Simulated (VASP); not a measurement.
# Ru (P6_3/mmc) in VASP: further runs

The runs below take Ru through single point, with PBEsol.

All numbers are computed with VASP 6.6.1; they aren't measurements. Logs are shortened: lines on timing, memory, paths and dates and some standing lists are left out, and cuts for length are marked.

## Step 1: The cell of the first run

The structure is hexagonal, space group P6_3/mmc (No. 194). Conventional cell: a = 2.614 Å, b = 2.614 Å, c = 4.457 Å, α = 90.00°, β = 90.00°, γ = 120.00°. Within 3.4 Å of Ru (site symmetry -6m2) lie 12 Ru at 2.61 to 2.69 Å.

## Step 2: Single point, PBEsol

Contents of INCAR:

```
PREC = Accurate
ENCUT = 520
EDIFF = 1E-6
ISMEAR = 0
SIGMA = 0.15
LREAL = False
LASPH = True
NELM = 60
ALGO = Normal
ISIF = 2
LWAVE = False
LCHARG = True
GGA = PS
LELF = True
LVHAR = True
NBANDS = 21
```

Contents of KPOINTS:

```
regular mesh
0
Gamma
  18 18 10
```

Contents of POSCAR:

```
Ru
1.0
    2.6144000000      0.0000000000      0.0000000000
   -1.3072000000      2.2641368157      0.0000000000
    0.0000000000      0.0000000000      4.4565000000
Ru
2
Direct
    0.3333333333      0.6666666667      0.2500000000
    0.6666666667      0.3333333333      0.7500000000
```

Potentials or basis: VASP PAW PBE potentials, release 64 (Ru_pv).

The run is started by

```console
> cat potpaw_PBE.64/Ru_pv/POTCAR > POTCAR
> mpirun -np 1 vasp_std > vasp.out
```

OUTCAR:

```text
PREC = Accurate
   ENCUT = 520
   EDIFF = 1E-6
   ISMEAR = 0
   LREAL = False
   LASPH = True
   NELM = 60
   ISIF = 2
   GGA = PS

 ion  position               nearest neighbor table
   1  0.333  0.667  0.250-   2 2.69   2 2.69   2 2.69   2 2.69   2 2.69   2 2.69
   2  0.667  0.333  0.750-   1 2.69   1 2.69   1 2.69   1 2.69   1 2.69   1 2.69

  LATTYP: Found a hexagonal cell.
 ALAT       =     2.6144000000
 C/A-ratio  =     1.7045976132

  Lattice vectors:

 A1 = (   2.6144000000,   0.0000000000,   0.0000000000)
 A2 = (  -1.3072000000,   2.2641368157,   0.0000000000)
 A3 = (   0.0000000000,   0.0000000000,   4.4565000000)

Analysis of symmetry for initial positions (statically):
=====================================================================
 Subroutine PRICEL returns:
 Original cell was already a primitive cell.

 Routine SETGRP: Setting up the symmetry group for a
 hexagonal supercell.

 Subroutine GETGRP returns: Found 24 space group operations
 (whereof 12 operations were pure point group operations)
 out of a pool of 24 trial point group operations.

The static configuration has the point symmetry D_3d.
 The point group associated with its full space group is D_6h.

Analysis of symmetry for dynamics (positions and initial velocities):
=====================================================================
 Subroutine PRICEL returns:
 Original cell was already a primitive cell.

 Routine SETGRP: Setting up the symmetry group for a
 hexagonal supercell.

 Subroutine GETGRP returns: Found 24 space group operations
 (whereof 12 operations were pure point group operations)
 out of a pool of 24 trial point group operations.

The dynamic configuration has the point symmetry D_3d.
 The point group associated with its full space group is D_6h.

 Subroutine INISYM returns: Found 24 space group operations
 (whereof 12 operations are pure point group operations),
 and found     1 'primitive' translations

----------------------------------------------------------------------------------------

                                     Primitive cell

  volume of cell :      26.3796

  direct lattice vectors                    reciprocal lattice vectors
     2.614400000  0.000000000  0.000000000     0.382496940  0.220834711  0.000000000
    -1.307200000  2.264136816  0.000000000     0.000000000  0.441669423  0.000000000
     0.000000000  0.000000000  4.456500000     0.000000000  0.000000000  0.224391338

  length of vectors
     2.614400000  2.614400000  4.456500000     0.441669423  0.441669423  0.224391338

  position of ions in fractional coordinates (direct lattice)
     0.333333333  0.666666667  0.250000000
     0.666666667  0.333333333  0.750000000

  ion indices of the primitive-cell ions
   primitive index   ion index
                 1           1
                 2           2

----------------------------------------------------------------------------------------

 KPOINTS: regular mesh

Automatic generation of k-mesh.
 Grid dimensions read from file:
 generate k-points for:   18   18   10

 Generating k-lattice:

  Cartesian coordinates                     Fractional coordinates (reciprocal lattice)
     0.021249830  0.012268595  0.000000000     0.055555556  0.000000000  0.000000000
     0.000000000  0.024537190  0.000000000     0.000000000  0.055555556  0.000000000
     0.000000000  0.000000000  0.022439134     0.000000000  0.000000000  0.100000000

  Length of vectors
     0.024537190  0.024537190  0.022439134

  Shift w.r.t. Gamma in fractional coordinates (k-lattice)
     0.000000000  0.000000000  0.000000000

 Subroutine IBZKPT returns following result:
 ===========================================

 Found    222 irreducible k-points:

 Following reciprocal coordinates:
            Coordinates               Weight
  0.000000  0.000000  0.000000      1.000000
  0.055556 -0.000000  0.000000      6.000000
  0.111111 -0.000000  0.000000      6.000000
  0.166667  0.000000  0.000000      6.000000
  0.222222 -0.000000  0.000000      6.000000
  0.277778  0.000000  0.000000      6.000000
[... 16 lines left out ...]
  0.333333  0.111111  0.000000     12.000000
  0.388889  0.111111  0.000000     12.000000
 [... further k-points ...]
   k-points           NKPTS =    222   k-points in BZ     NKDIM =    222   number of bands    NBANDS=     21
   number of dos      NEDOS =    301   number of ions     NIONS =      2
   total plane-waves  NPLWV =  14400
   dimension x,y,z NGX =    20 NGY =   20 NGZ =   36
   dimension x,y,z NGXF=    40 NGYF=   40 NGZF=   72
   ions per type =               2
   NGX,Y,Z   is equivalent  to a cutoff of  12.72, 12.72, 13.43 a.u.
   NGXF,Y,Z  is equivalent  to a cutoff of  25.44, 25.44, 26.86 a.u.
 SYSTEM =  unknown system
   PREC   = accura    normal or accurate (medium, high low for compatibility)
   ISTART =      0    job   : 0-new  1-cont  2-samecut
   ICHARG =      2    charge: 1-file 2-atom 10-const
   ISPIN  =      1    spin polarized calculation?
   LNONCOLLINEAR =      F non collinear calculations
   LSORBIT =      F    spin-orbit coupling
   LASPH  =      T    aspherical Exc in radial PAW
   ENCUT  =  520.0 eV  38.22 Ry    6.18 a.u.   4.86  4.86  8.29*2*pi/ulx,y,z
   NELM   =     60;   NELMIN=  2; NELMDL= -5     # of ELM steps
   EDIFF  = 0.1E-05   stopping-criterion for ELM
   LREAL  =      F    real-space projection
   EDIFFG = 0.1E-04   stopping-criterion for IOM
   NSW    =      0    number of steps for IOM
   IBRION =     -1    ionic relax: 0-MD 1-quasi-New 2-CG
   NFREE  =      0    steps in history (QN), initial steepest desc. (CG)
   ISIF   =      2    stress and relaxation
   ISYM   =      2    0-nonsym 1-usesym 2-fastsym
   POTIM  = 0.5000    time-step for ionic-motion
   TEBEG  =    0.0;   TEEND  =   0.0 temperature during run
   PSTRESS=    0.0 pullay stress
   NELECT =      28.0000    total number of electrons
   NUPDOWN=      -1.0000    fix difference up-down
   EMIN   =  10.00;   EMAX   =-10.00  energy-range for DOS
   EFERMI =   0.00;   METHOD = LEGACY
   ISMEAR =     0;   SIGMA  =   0.15  broadening in eV -4-tet -1-fermi 0-gaus
   EFERMI_NEDOS =   21; number of points for ismear=-14 and -15
   IALGO  =     38    algorithm
   IMIX   =      4    mixing-type and parameters
     AMIX     =   0.40;   BMIX     =  1.00
     AMIX_MAG =   1.60;   BMIX_MAG =  1.00
  volume/ion in A,a.u.               =      13.19        89.01
  Fermi-wavevector in a.u.,A,eV,Ry     =   1.669954  3.155756 37.943220  2.788748
  Thomas-Fermi vector in A             =   2.755537
   LORBIT       =      0    0 simple, 1 ext, 2 COOP (PROOUT), +10 PAW based schemes
   GGA     = PS    functional components
   LHFCALC =     F    Hartree Fock is set to
   AEXX    =    0.0000 exact exchange contribution
   IVDW    =     0    specifies the selected vdW correction
   LEPSILON=     F    determine dielectric tensor
   LRPA    =     F    only Hartree local field effects (RPA)
 non-spin polarized calculation
 Gauss-broadening in eV      SIGMA  =   0.15
  energy-cutoff  :      520.00
  volume of cell :       26.38
 maximum number of plane-waves:       728
 NGX is ok and might be reduce to    20
   NGX =  9   NGY =  9   NGZ = 17

 number of electron      27.9999993 magnetization

 Free energy of the ion-electron system (eV)
  ---------------------------------------------------
  ext. energy  EPLUGINS =         0.00000000
  ---------------------------------------------------
  free energy    TOTEN  =       -20.18734371 eV

  energy without entropy =      -20.17259463  energy(sigma->0) =      -20.17996917

 E-fermi :  13.2500     XC(G=0): -14.4586

 val. band max:       13.2421731579   @ k =   0.1667   0.1111   0.0000
 cond. band min:      13.2681321429   @ k =   0.1667   0.0000   0.4000
 fundamental gap:      0.0259589851
 Fermi energy:        13.2499857712

 k-point     1 :       0.0000    0.0000    0.0000
  band No.  band energies     occupation
      1     -30.3597      2.00000
      2     -29.3280      2.00000
      3     -29.3280      2.00000
      4     -29.2947      2.00000
      5     -29.2039      2.00000
      6     -29.2039      2.00000
[... 13 lines left out ...]
     20      23.5056      0.00000
     21      23.5206      0.00000

 k-point     2 :       0.0556   -0.0000    0.0000
  band No.  band energies     occupation
      1     -30.3481      2.00000
      2     -29.3601      2.00000
      3     -29.3374      2.00000
      4     -29.2975      2.00000
      5     -29.2368      2.00000
      6     -29.2094      2.00000
[... 13 lines left out ...]
     20      23.5055      0.00000
     21      23.5201      0.00000

 k-point     3 :       0.1111   -0.0000    0.0000
  band No.  band energies     occupation
      1     -30.3143      2.00000
      2     -29.4525      2.00000
      3     -29.3641      2.00000
      4     -29.3306      2.00000
      5     -29.3063      2.00000
      6     -29.2255      2.00000
[... 13 lines left out ...]
     20      23.5055      0.00000
     21      23.5187      0.00000

 k-point     4 :       0.1667    0.0000    0.0000
  band No.  band energies     occupation
      1     -30.2606      2.00000
      2     -29.5934      2.00000
      3     -29.4715      2.00000
      4     -29.4042      2.00000
      5     -29.3216      2.00000
      6     -29.2508      2.00000
[... 13 lines left out ...]
     20      23.5054      0.00000
     21      23.5168      0.00000

 k-point     5 :       0.2222   -0.0000    0.0000
  band No.  band energies     occupation
      1     -30.1906      2.00000
      2     -29.7653      2.00000
      3     -29.6401      2.00000
      4     -29.4521      2.00000
      5     -29.3443      2.00000
      6     -29.2825      2.00000
[... 13 lines left out ...]
     20      23.5053      0.00000
     21      23.5147      0.00000

 k-point     6 :       0.2778    0.0000    0.0000
  band No.  band energies     occupation
      1     -30.1094      2.00000
      2     -29.9469      2.00000
      3     -29.8149      2.00000
      4     -29.5019      2.00000
      5     -29.3750      2.00000
      6     -29.3170      2.00000
[... 13 lines left out ...]
     20      23.5050      0.00000
     21      23.5124      0.00000

 k-point     7 :       0.3333   -0.0000    0.0000
  band No.  band energies     occupation
      1     -30.1160      2.00000
      2     -30.0236      2.00000
      3     -29.9751      2.00000
      4     -29.5479      2.00000
      5     -29.4130      2.00000
      6     -29.3497      2.00000
[... 13 lines left out ...]
     20      23.5042      0.00000
     21      23.5081      0.00000
[... 291 lines left out ...]
      1     -30.1619      2.00000
      2     -29.7851      2.00000
      3     -29.7248      2.00000
      4     -29.4625      2.00000
      5     -29.3545      2.00000
      6     -29.3322      2.00000
[... 13 lines left out ...]
     20      23.5052      0.00000
     21      23.5146      0.00000

 k-point    21 :       0.2222    0.1111    0.0000
  band No.  band energies     occupation
      1     -30.0830      2.00000
      2     -29.9473      2.00000
      3     -29.8643      2.00000
      4     -29.5297      2.00000
      5     -29.3858      2.00000
      6     -29.3775      2.00000
[... 13 lines left out ...]
     20      23.5049      0.00000
     21      23.5130      0.00000

 k-point    22 :       0.2778    0.1111    0.0000
  band No.  band energies     occupation
      1     -30.1011      2.00000
      2     -29.9992      2.00000
      3     -29.9896      2.00000
      4     -29.5936      2.00000
      5     -29.4247      2.00000
      6     -29.4189      2.00000
[... 13 lines left out ...]
     20      23.5041      0.00000
     21      23.5095      0.00000

 k-point    23 :       0.3333    0.1111    0.0000
  band No.  band energies     occupation
      1     -30.2256      2.00000
      2     -30.0903      2.00000
      3     -29.9187      2.00000
      4     -29.6453      2.00000
      5     -29.4684      2.00000
      6     -29.4524      2.00000
[... 13 lines left out ...]
     20      23.5047      0.00000
     21      23.9973      0.00000

 k-point    24 :       0.3889    0.1111    0.0000
  band No.  band energies     occupation
      1     -30.3061      2.00000
      2     -30.1557      2.00000
      3     -29.8544      2.00000
      4     -29.6787      2.00000
      5     -29.5087      2.00000
      6     -29.4742      2.00000
[... 13 lines left out ...]
     20      23.5034      0.00000
     21      24.5804      0.00000

 [... further k-points ...]
[... 5 lines left out ...]
  --------------------------------------------------------------------------------------
  -------------------------------------------------------------------------------------
  Total        2.9667118      2.9667118     -3.5621827      0.0000000      0.0000000     -0.0000000
  in kB      180.1844582    180.1844582   -216.3506278      0.0000000      0.0000000     -0.0000000
  external PRESSURE =      48.0060962 kB  Pullay stress =       0.0000000 kB

 VOLUME and BASIS-vectors are now :
 -----------------------------------------------------------------------------
  energy-cutoff  :      520.00
  volume of cell :       26.38
      direct lattice vectors                 reciprocal lattice vectors
     2.614400000  0.000000000  0.000000000     0.382496940  0.220834711  0.000000000
    -1.307200000  2.264136816  0.000000000     0.000000000  0.441669423  0.000000000
     0.000000000  0.000000000  4.456500000     0.000000000  0.000000000  0.224391338

 POSITION                                       TOTAL-FORCE (eV/Angst)
 -----------------------------------------------------------------------------------
     -0.00000      1.50942      1.11413        -0.000000      0.000000      0.000000
      1.30720      0.75471      3.34238         0.000000     -0.000000      0.000000
 -----------------------------------------------------------------------------------
    total drift:                               -0.000000      0.000000     -0.000000

  FREE ENERGIE OF THE ION-ELECTRON SYSTEM (eV)
  ---------------------------------------------------
  free  energy   TOTEN  =       -20.1873437103 eV

  energy  without entropy=      -20.1725946338  energy(sigma->0) =      -20.17996917
```

Wall time 34 s (1 thread of Intel Xeon 6975P-C (Granite Rapids), shared host); peak memory 0.21 GiB.

What came out:

| Quantity | Value |
| --- | --- |
| Free energy | -20.1873 eV |
| Pressure | 4.8 GPa |
| Band gap on the k mesh | zero (band 14 reaches 14.95 eV, above the bottom of band 15 at 11.86 eV) |

Stress tensor (GPa, compression positive):
```
 18.02   0.00   0.00
  0.00  18.02   0.00
  0.00   0.00 -21.64
```

Levels at points of the mesh, in eV from the Fermi level:
```csv
k point,band 12,band 13,band 14,band 15,band 16,band 17
"(0.00, 0.00, 0.00)",-2.13,-2.13,-0.87,-0.87,0.43,1.27
"(0.50, 0.00, 0.00)",-1.95,-1.61,1.70,1.99,2.28,4.36
"(0.00, 0.00, 0.50)",-2.69,-2.69,-2.69,0.58,0.58,0.58
"(0.50, 0.00, 0.50)",-0.84,0.46,0.46,2.16,2.16,3.51
```

Caveat: the PAW data sets were made with another functional, which shifts forces and pressure a little.

## Step 3: Single point, PBEsol

This run uses another cell than the first one, of 13.26 Å³/atom, 1.005 times its volume.

Contents of INCAR:

```
SYSTEM = Ru
PREC     = Accurate       ! precision mode
ENCUT    = 520            ! plane-wave cutoff, eV
EDIFF    = 1E-6           ! SCF threshold, eV
ISMEAR   = 0              ! smearing method
SIGMA    = 0.15           ! smearing width, eV
LREAL    = .False.        ! projectors in reciprocal space
LASPH    = .True.         ! aspherical terms in the spheres
NELM     = 100            ! most SCF steps
ALGO     = Normal         ! electronic algorithm
ISIF     = 2              ! what is computed and relaxed
LWAVE    = .False.        ! write WAVECAR
LCHARG   = .False.        ! write CHGCAR
GGA      = PS             ! functional
NBANDS   = 21             ! bands
```

Contents of KPOINTS:

```
Automatic mesh
0
Gamma
  18 18 10
  0 0 0
```

Contents of POSCAR:

```
Ru
1.0
    2.6520000000      0.0000000000      0.0000000000
   -1.3260000000      2.2966993709      0.0000000000
    0.0000000000      0.0000000000      4.3544000000
Ru
2
Direct
    0.3333333333      0.6666666667      0.2500000000
    0.6666666667      0.3333333333      0.7500000000
```

Potentials or basis: VASP PAW PBE potentials, release 64 (Ru_pv).

The run is started by

```console
> cat potpaw_PBE.64/Ru_pv/POTCAR > POTCAR
> mpirun -np 1 vasp_std > vasp.out
```

Run time: 32 s. Hardware: 1 thread of Intel Xeon 6975P-C (Granite Rapids), shared host; peak memory 0.21 GiB.

Results (log left out):

- Free energy: -20.3107 eV
- Pressure: 1.5 GPa
- Band gap on the k mesh: zero (band 14 reaches 14.87 eV, above the bottom of band 15 at 11.66 eV)

Stress tensor (GPa, compression positive):
```
  7.86   0.00   0.00
  0.00   7.86   0.00
  0.00   0.00 -11.14
```

Levels at points of the mesh, in eV from the Fermi level:
| k point | band 12 | band 13 | band 14 | band 15 | band 16 | band 17 |
| --- | --- | --- | --- | --- | --- | --- |
| (0.00, 0.00, 0.00) | -2.04 | -2.04 | -1.14 | -1.14 | 0.84 | 1.25 |
| (0.50, 0.00, 0.00) | -1.76 | -1.73 | 1.74 | 1.85 | 2.10 | 4.27 |
| (0.00, 0.00, 0.50) | -2.75 | -2.75 | -2.75 | 0.57 | 0.57 | 0.57 |
| (0.50, 0.00, 0.50) | -0.96 | 0.46 | 0.46 | 1.95 | 1.95 | 3.49 |

Caveat: the PAW data sets were made with another functional, which shifts forces and pressure a little.
